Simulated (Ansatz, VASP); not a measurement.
# One calculation of AlSn2C4, two programs

The input INCAR:

```
PREC = Accurate
ENCUT = 520
EDIFF = 1E-6
ISMEAR = 0
SIGMA = 0.1
LREAL = F
LASPH = T
NELM = 60
ALGO = Normal
ISIF = 2
LWAVE = F
LCHARG = F
GGA = PE
NBANDS = 32
```

KPOINTS

```
regular mesh
0
Gamma
  4 4 4
```

File POSCAR:

```
AlSn2C4
1.0
    0.0000000000      3.7774930200      3.7774930200
    3.7774930200      0.0000000000      3.7774930200
    3.7774930200      3.7774930200      0.0000000000
Al Sn C
1 2 4
Direct
    0.2500000000      0.2500000000      0.2500000000
    0.7500000000      0.7500000000      0.7500000000
    0.0000000000      0.0000000000      0.0000000000
    0.8827607400      0.8827607400      0.8827607400
    0.8827607400      0.8827607400      0.3517177900
    0.8827607400      0.3517177900      0.8827607400
    0.3517177900      0.8827607400      0.8827607400
```

Input for Ansatz:

```yaml
crystal:
  lattice:
    - [0.0, 3.77749302, 3.77749302]
    - [3.77749302, 0.0, 3.77749302]
    - [3.77749302, 3.77749302, 0.0]
  atoms:
    - { symbol: Al, position: [0.25, 0.25, 0.25] }
    - { symbol: Sn, position: [0.75, 0.75, 0.75] }
    - { symbol: Sn, position: [0.0, 0.0, 0.0] }
    - { symbol: C, position: [0.88276074, 0.88276074, 0.88276074] }
    - { symbol: C, position: [0.88276074, 0.88276074, 0.35171779] }
    - { symbol: C, position: [0.88276074, 0.35171779, 0.88276074] }
    - { symbol: C, position: [0.35171779, 0.88276074, 0.88276074] }
basis:
  ecutwfc: 420
kpoints:
  mp_grid: { grid: [4, 4, 4] }
hamiltonian:
  xc: pbe
scf:
  occupations: { method: gaussian, width: 0.1 }
  lower_state_search: "off"
output:
  forces: true
  stress: true
  eigenvalues: true
```

Alike in both runs: task single point; functional PBE; k mesh 4 × 4 × 4; occupations gaussian, width 0.1 eV; no spin polarisation.

```csv
,VASP,Ansatz
version,VASP 6.6.1,Ansatz 0.2.0
potentials or method,"VASP PAW PBE potentials, release 64 (Al, Sn_d, C), cutoff 520 eV","scalar-relativistic, plane waves, PAW"
valence electrons in the cell,47,47
```

|  | VASP | Ansatz | Ansatz less VASP |
| --- | --- | --- | --- |
| gap on the k mesh at the Fermi level (eV) | none | none | - |
| rms of the force components (eV/Å) | 7.626 | 7.863 | +0.2374 |

Atom by atom the forces differ by 0.237 eV/Å (rms over components). A gap of «none» marks a metal or a gap that the smearing closes.

The k mesh is coarse, so the values compare programs but aren't converged.
